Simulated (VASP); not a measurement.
Set up this calculation in VASP 6.6.1, as the native input.

```yaml
Task: single point
Functional: r2SCAN
Dispersion: D3(BJ)
Potentials_or_basis: VASP PAW PBE potentials, release 64 (Ir)
Cutoff: 520 eV
k_mesh: 14 × 14 × 8
Occupations: fermi-dirac, width 0.1 eV
Spin: no spin polarisation
Dipole_correction: no
Further_INCAR_settings: ALGO = Normal; EDIFF = 1e-06; NBANDS = 16
```

The system is Ir.

```
Ir
1.0
     2.73304    0.00000    0.00000
    -1.36652    2.36688    0.00000
     0.00000    0.00000    4.52239
Ir
2
Direct
  0.66667 0.33333 0.75000
  0.33333 0.66667 0.25000
```

This isn't the form of Ir at room conditions, which is fcc.

These files were run (other wordings do the same):

POSCAR

```
Ir
1.0
    2.7330354800      0.0000000000      0.0000000000
   -1.3665177400      2.3668779133      0.0000000000
    0.0000000000      0.0000000000      4.5223875051
Ir
2
Direct
    0.6666666667      0.3333333333      0.7500000000
    0.3333333333      0.6666666667      0.2500000000
```

INCAR.step1

```
SYSTEM = Ir
PREC     = Accurate       ! precision mode
ENCUT    = 520            ! plane-wave cutoff, eV
ISMEAR   = -1             ! smearing method
SIGMA    = 0.1            ! smearing width, eV
LREAL    = .False.        ! projectors in reciprocal space
LASPH    = .True.         ! aspherical terms in the spheres
NELM     = 100            ! most SCF steps
NBANDS   = 16             ! bands
GGA      = PE             ! functional
ALGO     = Normal         ! electronic algorithm
EDIFF    = 1E-4           ! SCF threshold, eV
LWAVE    = .True.         ! write WAVECAR
LCHARG   = .False.        ! write CHGCAR
```

INCAR.step2

```
SYSTEM = Ir
PREC     = Accurate       ! precision mode
ENCUT    = 520            ! plane-wave cutoff, eV
EDIFF    = 1E-6           ! SCF threshold, eV
ISMEAR   = -1             ! smearing method
SIGMA    = 0.1            ! smearing width, eV
LREAL    = .False.        ! projectors in reciprocal space
LASPH    = .True.         ! aspherical terms in the spheres
NELM     = 100            ! most SCF steps
ALGO     = Normal         ! electronic algorithm
ISIF     = 2              ! what is computed and relaxed
LWAVE    = .False.        ! write WAVECAR
LCHARG   = .False.        ! write CHGCAR
METAGGA  = R2SCAN         ! meta-GGA
LMIXTAU  = .True.       
IVDW     = 12             ! dispersion correction
VDW_S6   = 1.0          
VDW_S8   = 0.78981345   
VDW_A1   = 0.49484001   
VDW_A2   = 5.73083694   
NBANDS   = 16             ! bands
ISTART   = 1
```

KPOINTS

```
Automatic mesh
0
Gamma
  14 14 8
  0 0 0
```

Potentials or basis: VASP PAW PBE potentials, release 64 (Ir).

The run is started by

```sh
$ cat potpaw_PBE.64/Ir/POTCAR > POTCAR
$ cp INCAR.step1 INCAR
$ mpirun -np 1 vasp_std > vasp.out
$ cp INCAR.step2 INCAR
$ mpirun -np 1 vasp_std > vasp.out
```

Results of the run:

| Item | Value |
| --- | --- |
| Pressure | -9.9 GPa |
| Band gap on the k mesh | zero (bands 9 and 10 overlap by 3.37 eV) |
| Dispersion energy per atom | -0.334 eV |

Caveat: three body term missing; the stress differs along the axes, from -15 to -8 GPa; the PAW data sets were made with another functional, which shifts forces and pressure a little; spin-orbit coupling is left out, which moves the levels of the heavy elements.

Wall time 4.5 min on 1 thread of Intel Xeon 8259CL (shared host), peak memory 0.19 GiB.
